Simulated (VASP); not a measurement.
# Si (P-1) in VASP: a series of runs

Si is run at these levels: PBE-based screened hybrid with 10 % exact exchange, PBE-based screened hybrid with 15 % exact exchange, PBE-based screened hybrid with 20 % exact exchange, PBE-based screened hybrid with 25 % exact exchange, PBE-based screened hybrid with 30 % exact exchange; tasks: single point.

Everything below comes from runs of VASP 6.6.1. Logs are shortened: lines on timing, memory, paths and dates and some standing lists are left out, and cuts for length are marked.

## Step 1: The cell of the first run

The typed cell holds 2 atoms: a = 2.610 Å, b = 2.865 Å, c = 4.641 Å, α = 97.92°, β = 100.20°, γ = 95.83°.

## Step 2: Single point, PBE-based screened hybrid with 10 % exact exchange

Input file POSCAR:

```
Si
1.0
   -0.1436334000     -0.2337244800      2.5955116700
    2.8539932400     -0.1987167300     -0.1526128900
   -0.3441874700      4.6079786100     -0.4301308600
Si
2
Direct
    0.9669815000      0.9785314700      0.0148158000
    0.0330185000      0.5214685300      0.4851842000
```

Input file INCAR.step1:

```
SYSTEM = Si
PREC = Accurate ; ENCUT = 520
EDIFF = 1E-5 ; ISMEAR = -1
SIGMA = 0.05 ; LREAL = .False.
LASPH = .True. ; NELM = 100
ALGO = Normal ; ISIF = 2
LWAVE = .True. ; LCHARG = .False.
NBANDS = 11 ; GGA = PE
```

Input file INCAR.step2:

```
SYSTEM = Si
PREC = Accurate ; ENCUT = 520
EDIFF = 1E-6 ; ISMEAR = -1
SIGMA = 0.05 ; LREAL = .False.
LASPH = .True. ; NELM = 100
ALGO = Normal ; ISIF = 2
LWAVE = .False. ; LCHARG = .False.
GGA = PE ; LHFCALC = .True.
AEXX = 0.1 ; HFSCREEN = 0.2
PRECFOCK = Normal ; NBANDS = 11
ISTART = 1
```

Input file KPOINTS:

```
regular mesh
0
Gamma
  5 5 3
  0 0 0
```

Potentials or basis: VASP PAW PBE potentials, release 64 (Si).

On the command line:

```
> cat potpaw_PBE.64/Si/POTCAR > POTCAR
> cp INCAR.step1 INCAR
> mpirun -np 1 vasp_std > vasp.out
> cp INCAR.step2 INCAR
> mpirun -np 1 vasp_std > vasp.out
```

OUTCAR:

```text
SYSTEM = Si
   PREC = Accurate
   ENCUT = 520
   EDIFF = 1E-6
   ISMEAR = -1
   LREAL = .False.
   LASPH = .True.
   NELM = 100
   ISIF = 2
   GGA = PE
   LHFCALC = .True.
   AEXX = 0.1
   HFSCREEN = 0.2
   PRECFOCK = Normal
   ISTART = 1

 ion  position               nearest neighbor table
   1  0.967  0.979  0.015-   2 2.47   2 2.66   2 2.69   2 3.10
   2  0.033  0.521  0.485-   1 2.47   1 2.66   1 2.69   1 3.10

  LATTYP: Found a triclinic cell.
 ALAT       =     3.6743448820
 B/A-ratio  =     1.7844557274
 C/A-ratio  =     1.7577617440
 COS(alpha) =     0.0037825872
 COS(beta)  =     0.6563862525
 COS(gamma) =     0.7254449456

  Lattice vectors:

 A1 = (  -2.7103598400,   0.4324412100,  -2.4428987800)
 A2 = (  -3.0545473100,   5.0404198200,  -2.8730296400)
 A3 = (  -2.2225389700,  -3.9418129200,  -4.6082795900)

Analysis of symmetry for initial positions (statically):
=====================================================================
 Subroutine PRICEL returns:
 Original cell was already a primitive cell.

 Routine SETGRP: Setting up the symmetry group for a
 triclinic supercell.

 Subroutine GETGRP returns: Found  2 space group operations
 (whereof  1 operations were pure point group operations)
 out of a pool of  2 trial point group operations.

The static configuration has the point symmetry C_1 .
 The point group associated with its full space group is S_2 .

Analysis of symmetry for dynamics (positions and initial velocities):
=====================================================================
 Subroutine PRICEL returns:
 Original cell was already a primitive cell.

 Routine SETGRP: Setting up the symmetry group for a
 triclinic supercell.

 Subroutine GETGRP returns: Found  2 space group operations
 (whereof  1 operations were pure point group operations)
 out of a pool of  2 trial point group operations.

The dynamic configuration has the point symmetry C_1 .
 The point group associated with its full space group is S_2 .

 Subroutine INISYM returns: Found  2 space group operations
 (whereof  1 operations are pure point group operations),
 and found     1 'primitive' translations

----------------------------------------------------------------------------------------

                                     Primitive cell

  volume of cell :      33.5439

  direct lattice vectors                    reciprocal lattice vectors
    -0.143633400 -0.233724480  2.595511670     0.023512779  0.038162429  0.390018171
     2.853993240 -0.198716730 -0.152612890     0.353552149  0.028473814  0.022129326
    -0.344187470  4.607978610 -0.430130860     0.016439364  0.220178478  0.020736698

  length of vectors
     2.609969064  2.864970584  4.640791359     0.392585526  0.355386532  0.221762994

  position of ions in fractional coordinates (direct lattice)
     0.966981500  0.978531470  0.014815800
     0.033018500  0.521468530  0.485184200

  ion indices of the primitive-cell ions
   primitive index   ion index
                 1           1
                 2           2

----------------------------------------------------------------------------------------

 KPOINTS: regular mesh

Automatic generation of k-mesh.
 Grid dimensions read from file:
 generate k-points for:    5    5    3

 Generating k-lattice:

  Cartesian coordinates                     Fractional coordinates (reciprocal lattice)
     0.004702556  0.007632486  0.078003634     0.200000000 -0.000000000  0.000000000
     0.070710430  0.005694763  0.004425865    -0.000000000  0.200000000 -0.000000000
     0.005479788  0.073392826  0.006912233    -0.000000000 -0.000000000  0.333333333

  Length of vectors
     0.078517105  0.071077306  0.073920998

  Shift w.r.t. Gamma in fractional coordinates (k-lattice)
     0.000000000  0.000000000  0.000000000

 Subroutine IBZKPT returns following result:
 ===========================================

 Found     38 irreducible k-points:

 Following reciprocal coordinates:
            Coordinates               Weight
  0.000000  0.000000  0.000000      1.000000
  0.200000  0.000000  0.000000      2.000000
  0.400000  0.000000  0.000000      2.000000
 -0.000000  0.200000  0.000000      2.000000
  0.200000  0.200000 -0.000000      2.000000
  0.400000  0.200000  0.000000      2.000000
[... 16 lines left out ...]
 -0.200000  0.200000  0.333333      2.000000
  0.000000  0.400000  0.333333      2.000000
 [... further k-points ...]
   k-points           NKPTS =     38   k-points in BZ     NKDIM =     75   number of bands    NBANDS=     11
   number of dos      NEDOS =    301   number of ions     NIONS =      2
   total plane-waves  NPLWV =  17280
   dimension x,y,z NGX =    20 NGY =   24 NGZ =   36
   dimension x,y,z NGXF=    40 NGYF=   48 NGZF=   72
   ions per type =               2
   NGX,Y,Z   is equivalent  to a cutoff of  12.74, 13.93, 12.90 a.u.
   NGXF,Y,Z  is equivalent  to a cutoff of  25.48, 27.85, 25.79 a.u.
 SYSTEM =  Si
   PREC   = accura    normal or accurate (medium, high low for compatibility)
   ISTART =      1    job   : 0-new  1-cont  2-samecut
   ICHARG =      0    charge: 1-file 2-atom 10-const
   ISPIN  =      1    spin polarized calculation?
   LNONCOLLINEAR =      F non collinear calculations
   LSORBIT =      F    spin-orbit coupling
   LASPH  =      T    aspherical Exc in radial PAW
   ENCUT  =  520.0 eV  38.22 Ry    6.18 a.u.   4.85  5.33  8.63*2*pi/ulx,y,z
   NELM   =    100;   NELMIN=  2; NELMDL=  0     # of ELM steps
   EDIFF  = 0.1E-05   stopping-criterion for ELM
   LREAL  =      F    real-space projection
   EDIFFG = 0.1E-04   stopping-criterion for IOM
   NSW    =      0    number of steps for IOM
   IBRION =     -1    ionic relax: 0-MD 1-quasi-New 2-CG
   NFREE  =      0    steps in history (QN), initial steepest desc. (CG)
   ISIF   =      2    stress and relaxation
   ISYM   =      3    0-nonsym 1-usesym 2-fastsym
   POTIM  = 0.5000    time-step for ionic-motion
   TEBEG  =    0.0;   TEEND  =   0.0 temperature during run
   PSTRESS=    0.0 pullay stress
   NELECT =       8.0000    total number of electrons
   NUPDOWN=      -1.0000    fix difference up-down
   EMIN   =  10.00;   EMAX   =-10.00  energy-range for DOS
   EFERMI =   0.00;   METHOD = LEGACY
   ISMEAR =    -1;   SIGMA  =   0.05  broadening in eV -4-tet -1-fermi 0-gaus
   EFERMI_NEDOS =   21; number of points for ismear=-14 and -15
   IALGO  =     38    algorithm
   IMIX   =      1    mixing-type and parameters
     AMIX     =   0.40;   BMIX     =  1.00
     AMIX_MAG =   1.60;   BMIX_MAG =  1.00
  volume/ion in A,a.u.               =      16.77       113.18
  Fermi-wavevector in a.u.,A,eV,Ry     =   1.015236  1.918517 14.023569  1.030703
  Thomas-Fermi vector in A             =   2.148510
   LORBIT       =      0    0 simple, 1 ext, 2 COOP (PROOUT), +10 PAW based schemes
   GGA     = PE    functional components
   LHFCALC =     T    Hartree Fock is set to
   PRECFOCK=normal    Normal, Fast or Accurate (Low or Medium for compatibility)
   ENCUT4O =  -1.0   cutoff for four orbital integrals eV
   NKREDX  =     1    reduce k-point grid by
   NKREDY  =     1    reduce k-point grid by
   NKREDZ  =     1    reduce k-point grid by
   AEXX    =    0.1000 exact exchange contribution
   HFSCREEN=    0.2000 screening length (either q_TF or 0.3 A-1)
   HFSCREENC=   0.2000 screening length for correlation (either q_TF or 0.3 A-1)
   ENCUTFOCK=  -1.0 apply spherical cutoff to Coloumb kernel
   IVDW    =     0    specifies the selected vdW correction
   LEPSILON=     F    determine dielectric tensor
   LRPA    =     F    only Hartree local field effects (RPA)
 non-spin polarized calculation
  energy-cutoff  :      520.00
  volume of cell :       33.54
 maximum number of plane-waves:       913
  NGX = 16; NGY = 16; NGZ = 28

 number of electron       8.0000000 magnetization

 Free energy of the ion-electron system (eV)
  ---------------------------------------------------
  ext. energy  EPLUGINS =         0.00000000
  ---------------------------------------------------
  free energy    TOTEN  =       -10.29931359 eV

  energy without entropy =      -10.28890179  energy(sigma->0) =      -10.29410769

 E-fermi :   8.1259     XC(G=0):  -9.7928

 val. band max:        8.0979293856   @ k =  -0.2000   0.2000  -0.0000
 cond. band min:       8.1953155052   @ k =  -0.4000   0.4000   0.0000
 fundamental gap:      0.0973861196
 Fermi energy:         8.1258559459

 k-point     1 :       0.0000    0.0000    0.0000
  band No.  band energies     occupation
      1      -5.7400      2.00000
      2       1.2995      2.00000
      3       2.0222      2.00000
      4      11.7799      0.00000
      5      13.9740      0.00000
      6      15.0606      0.00000
      7      15.7397      0.00000
      8      15.9236      0.00000
      9      17.9311      0.00000
     10      18.3018      0.00000
     11      19.6611      0.00000

 k-point     2 :       0.2000    0.0000    0.0000
  band No.  band energies     occupation
      1      -4.8335      2.00000
      2       1.5247      2.00000
      3       3.5319      2.00000
      4       8.9391      0.00000
      5      11.8433      0.00000
      6      12.3815      0.00000
      7      15.6255      0.00000
      8      15.9326      0.00000
      9      18.2565      0.00000
     10      19.6441      0.00000
     11      20.2012      0.00000

 k-point     3 :       0.4000    0.0000    0.0000
  band No.  band energies     occupation
      1      -2.2407      2.00000
      2       2.7977      2.00000
      3       3.3300      2.00000
      4       6.0673      2.00000
      5       7.9596      1.93058
      6      13.1764      0.00000
      7      13.8644      0.00000
      8      17.5369      0.00000
      9      17.6719      0.00000
     10      19.8158      0.00000
     11      20.4283      0.00000
[... 267 lines left out ...]
 k-point    23 :      -0.2000    0.2000    0.3333
  band No.  band energies     occupation
      1      -3.5820      2.00000
      2      -0.8134      2.00000
      3       7.4287      2.00000
      4       8.2374      0.19410
      5      10.7795      0.00000
      6      11.8484      0.00000
      7      14.0695      0.00000
      8      14.5858      0.00000
      9      17.7297      0.00000
     10      18.9877      0.00000
     11      19.4858      0.00000

 k-point    24 :       0.0000    0.4000    0.3333
  band No.  band energies     occupation
      1      -1.6049      2.00000
      2      -0.8177      2.00000
      3       1.9407      2.00000
      4       5.7772      2.00000
      5      10.8929      0.00000
      6      11.9369      0.00000
      7      15.2232      0.00000
      8      17.1029      0.00000
      9      18.7279      0.00000
     10      20.9148      0.00000
     11      22.0018      0.00000

 [... further k-points ...]

------------------------ aborting loop because EDIFF is reached ----------------------------------------

  FORCE on cell =-STRESS in cart. coord.  units (eV):
  Direction    XX          YY          ZZ          XY          YZ          ZX
  --------------------------------------------------------------------------------------
  -------------------------------------------------------------------------------------
  Total        0.4788290     -0.8536737     -3.0247807     -0.1296825      1.3632568      0.7014305
  in kB       22.8705728    -40.7744872   -144.4742566     -6.1940974     65.1139819     33.5028075
  external PRESSURE =     -54.1260570 kB  Pullay stress =       0.0000000 kB

 VOLUME and BASIS-vectors are now :
 -----------------------------------------------------------------------------
  energy-cutoff  :      520.00
  volume of cell :       33.54
      direct lattice vectors                 reciprocal lattice vectors
    -0.143633400 -0.233724480  2.595511670     0.023512779  0.038162429  0.390018171
     2.853993240 -0.198716730 -0.152612890     0.353552149  0.028473814  0.022129326
    -0.344187470  4.607978610 -0.430130860     0.016439364  0.220178478  0.020736698

 POSITION                                       TOTAL-FORCE (eV/Angst)
 -----------------------------------------------------------------------------------
      2.64873     -0.35219      2.35410        -0.309849     -0.462141      0.027168
      1.31653      2.12438     -0.20258         0.309849      0.462141     -0.027168
 -----------------------------------------------------------------------------------
    total drift:                                0.000000     -0.000000      0.000000

  FREE ENERGIE OF THE ION-ELECTRON SYSTEM (eV)
  ---------------------------------------------------
  free  energy   TOTEN  =       -10.2993135913 eV

  energy  without entropy=      -10.2889017939  energy(sigma->0) =      -10.29410769
```

It took 6.5 min on 1 thread of Intel Xeon 8259CL, shared host; peak memory 0.24 GiB.

Results:

| Property | Result |
| --- | --- |
| Free energy | -10.2993 eV |
| Pressure | -5.4 GPa |
| Largest force | 0.557 eV/Å |
| Band gap on the k mesh | zero (bands 4 and 5 overlap by 5.17 eV) |

Forces on the atoms (eV/Å):
```
Si  -0.310 -0.462  0.027
Si   0.310  0.462 -0.027
```

Caveat: the k points lie up to 0.49 Å⁻¹ apart, too coarse for converged energies and pressures of a metal; the PAW data sets were made with another functional, which shifts forces and pressure a little.

## Step 3: Single point, PBE-based screened hybrid with 15 % exact exchange

POSCAR is that of step 2.

Input file INCAR.step1:

```
ALGO     = Normal         # electronic algorithm
EDIFF    = 1E-5           # SCF threshold, eV
ENCUT    = 520            # plane-wave cutoff, eV
GGA      = PE             # functional
ISIF     = 2              # what is computed and relaxed
ISMEAR   = -1             # smearing method
LASPH    = True           # aspherical terms in the spheres
LREAL    = False          # projectors in reciprocal space
LWAVE    = True           # write WAVECAR
NBANDS   = 11             # bands
NELM     = 60             # most SCF steps
PREC     = Accurate       # precision mode
SIGMA    = 0.05           # smearing width, eV
```

Input file INCAR.step2:

```
AEXX     = 0.15           # exact-exchange fraction
ALGO     = Normal         # electronic algorithm
EDIFF    = 1E-7           # SCF threshold, eV
ENCUT    = 520            # plane-wave cutoff, eV
GGA      = PE             # functional
HFSCREEN = 0.2            # screening, 1/A
ISIF     = 2              # what is computed and relaxed
ISMEAR   = -1             # smearing method
ISTART   = 1            
LASPH    = True           # aspherical terms in the spheres
LCHARG   = True           # write CHGCAR
LELF     = True           # ELF
LHFCALC  = True           # exact exchange
LREAL    = False          # projectors in reciprocal space
LVHAR    = True         
LWAVE    = False          # write WAVECAR
NBANDS   = 11             # bands
NELM     = 60             # most SCF steps
PREC     = Accurate       # precision mode
PRECFOCK = Normal       
SIGMA    = 0.05           # smearing width, eV
```

Input file KPOINTS:

```
k-points
0
Gamma
  5 5 3
```

Potentials or basis: VASP PAW PBE potentials, release 64 (Si).

On the command line:

```
> cat potpaw_PBE.64/Si/POTCAR > POTCAR
> cp INCAR.step1 INCAR
> mpirun -np 1 vasp_std > vasp.out
> cp INCAR.step2 INCAR
> mpirun -np 1 vasp_std > vasp.out
```

Run time: 7.9 min. Hardware: 1 thread of Intel Xeon 8259CL, shared host; peak memory 0.25 GiB.

The run converged. Its results:

| Property | Result |
| --- | --- |
| Free energy | -10.5847 eV |
| Pressure | -5.8 GPa |
| Largest force | 0.553 eV/Å |
| Band gap on the k mesh | zero (bands 4 and 5 overlap by 5.29 eV) |

Forces in eV/Å, atoms in the order of the input:
```
Si  -0.316 -0.453  0.029
Si   0.316  0.453 -0.029
```

Stress tensor (GPa, compression positive):
```
  2.22  -0.66   3.65
 -0.66  -4.62   6.94
  3.65   6.94 -15.12
```

Levels at points of the mesh, in eV from the Fermi level:
| k point | band 1 | band 2 | band 3 | band 4 | band 5 | band 6 | band 7 | band 8 | band 9 |
| --- | --- | --- | --- | --- | --- | --- | --- | --- | --- |
| (0.00, 0.00, 0.00) | -14.23 | -7.02 | -6.28 | 3.74 | 5.95 | 7.09 | 7.79 | 7.95 | 10.00 |

Caveat: the k points lie up to 0.49 Å⁻¹ apart, too coarse for converged energies and pressures of a metal; the PAW data sets were made with another functional, which shifts forces and pressure a little.

(Continued in part 2 of 2.)
